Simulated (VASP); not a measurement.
Set up this calculation in VASP 6.6.1, as the native input.

| Item | Value |
| --- | --- |
| Task | single point |
| Functional | PBE |
| Potentials or basis | VASP PAW PBE potentials, release 64 (Mg, F) |
| Cutoff | 520 eV |
| k mesh | 6 × 6 × 6 |
| Occupations | gaussian, width 0.1 eV |
| Spin | no spin polarisation |
| Dipole correction | no |
| Further INCAR settings | ALGO = Normal; EDIFF = 1e-07; NBANDS = 18 |

The structure of Mg6F lies in POSCAR:

```
Mg6F
1.0
    7.3269159756      0.0000000000      0.0000000000
    0.0000000000      7.3269159756      0.0000000000
    0.0000000000      0.0000000000      7.3269159756
Mg F
6 1
Direct
    0.5000000000      0.5000000000      0.1986887251
    0.5000000000      0.5000000000      0.8013112749
    0.1986887251      0.5000000000      0.5000000000
    0.8013112749      0.5000000000      0.5000000000
    0.5000000000      0.1986887251      0.5000000000
    0.5000000000      0.8013112749      0.5000000000
    0.0000000000      0.0000000000      0.0000000000
```

One way to write it, as run:

INCAR

```
SYSTEM = Mg6F
PREC = Accurate
ENCUT = 520
EDIFF = 1E-7
ISMEAR = 0
SIGMA = 0.1
LREAL = .FALSE.
LASPH = .TRUE.
NELM = 60
ALGO = Normal
ISIF = 2
LWAVE = .FALSE.
LCHARG = .FALSE.
GGA = PE
NBANDS = 18
```

KPOINTS

```
Automatic mesh
0
G
  6 6 6
  0 0 0
```

Potentials or basis: VASP PAW PBE potentials, release 64 (Mg, F).

Run with:

```console
$ cat potpaw_PBE.64/Mg/POTCAR potpaw_PBE.64/F/POTCAR > POTCAR
$ mpirun -np 1 vasp_std > vasp.out
```

It gave:

```
Pressure      : 0.0 GPa
Largest force : 0.003 eV/Å
```

Caveat: an odd number of electrons without spin polarisation forces a metal; a magnetic or distorted state may lie lower.

Wall time 2.9 min on 1 thread of Intel(R) Xeon(R) Platinum 8375C CPU @ 2.90GHz (Ice Lake), on a shared host, peak memory 0.45 GiB.
